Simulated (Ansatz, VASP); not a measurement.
**CaTeI3: VASP beside Ansatz**

```
Ca Te I
1.0
     4.66290    2.69212    3.88810
    -4.66290    2.69212    3.88810
     0.00000   -5.38425    3.88810
Ca Te I
1 1 3
Direct
  0.81511 0.81511 0.81511
  0.54825 0.54825 0.54825
  0.05890 0.54787 0.54787
  0.54787 0.54787 0.05890
  0.54787 0.05890 0.54787
```

Change from the starting cell: species swapped into the CsGeBr3 type (R3m, No. 160).

Alike in both runs: functional PBE; k mesh 6 × 6 × 6; occupations gaussian, width 0.1 eV; no spin polarisation.

Ansatz relaxed the structure, and its values are those at the end. VASP's run is a single point on that final structure, the one shown.

|  | VASP | Ansatz |
| --- | --- | --- |
| version | VASP 6.6.1 | Ansatz 0.2.0 |
| potentials or method | VASP PAW PBE potentials, release 64 (Ca_sv, Te, I), cutoff 520 eV | scalar-relativistic, plane waves, PAW |
| valence electrons in the cell | 37 | 77 |

```tsv
	VASP	Ansatz	Ansatz less VASP
gap on the k mesh at the Fermi level (eV)	none	none	-
pressure (GPa)	0.0	0.0	-0.01
rms of the force components (eV/Å)	0.010	0.002	-0.0081
```

A gap of «none» marks a metal or a gap that the smearing closes. VASP's potentials hold 37 valence electrons a cell and Ansatz's 77, so a difference there can come from the potentials and not from the codes. Ansatz's warnings: xc potential rough in thin density.

Spin-orbit coupling is off throughout.
